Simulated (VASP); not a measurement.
The system is Be3Sb2.

```xyz
5
Lattice="4.2474 0.0000 0.0000 0.0000 4.2474 0.0000 0.0000 0.0000 6.0068" Properties=species:S:1:pos:R:3 pbc="T T T"
Be    0.0000    0.0000    0.0000
Be    2.1237    2.1237    3.0034
Be    0.0000    0.0000    3.0034
Sb    2.1237    0.0000    4.5051
Sb    0.0000    2.1237    1.5017
```

```yaml
Program: VASP 6.6.1
Task: relaxation of cell and atoms
Functional: PBE
Potentials_or_basis: VASP PAW PBE potentials, release 64 (Be, Sb)
Cutoff: 600 eV
k_mesh: 4 × 4 × 4
Occupations: gaussian, width 0.1 eV
Spin: no spin polarisation
```

At the start: pressure -6.2 GPa; volume 21.67 Å³/atom.

**Question.** Where does the relaxation end?

**Answer.** Over 7 steps the energy falls by 58.4 meV/atom and the volume is 19.06 Å³/atom (-12.1 %); space group P-4m2 (No. 115, to 0.05 Å).

Step by step:
```csv
step,energy change (eV),largest force (eV/Å),pressure (GPa),volume (Å³)
1,0.0000,0.0170,-6.18,108.37
2,-0.2679,0.4301,0.18,95.78
3,-0.2680,0.4219,0.05,95.97
4,-0.2842,0.2199,0.07,95.58
5,-0.2914,0.0237,0.11,95.11
6,-0.2914,0.0328,0.11,95.09
7,-0.2921,0.0318,-0.02,95.30
```

Final structure:
```cif
data_structure
_symmetry_space_group_name_H-M 'P 1'
_symmetry_Int_Tables_number 1
_cell_length_a 4.0294
_cell_length_b 4.0294
_cell_length_c 5.8696
_cell_angle_alpha 90.000
_cell_angle_beta 90.000
_cell_angle_gamma 90.000
_cell_volume 95.30
loop_
_atom_site_label
_atom_site_type_symbol
_atom_site_fract_x
_atom_site_fract_y
_atom_site_fract_z
_atom_site_occupancy
Be1 Be 0.00000 0.00000 0.00000 1
Be2 Be 0.50000 0.50000 0.50000 1
Be3 Be 0.00000 0.00000 0.50000 1
Sb1 Sb 0.50000 0.00000 0.75750 1
Sb2 Sb 0.00000 0.50000 0.24250 1
```

Caveat: the k points lie up to 0.39 Å⁻¹ apart in the final cell.
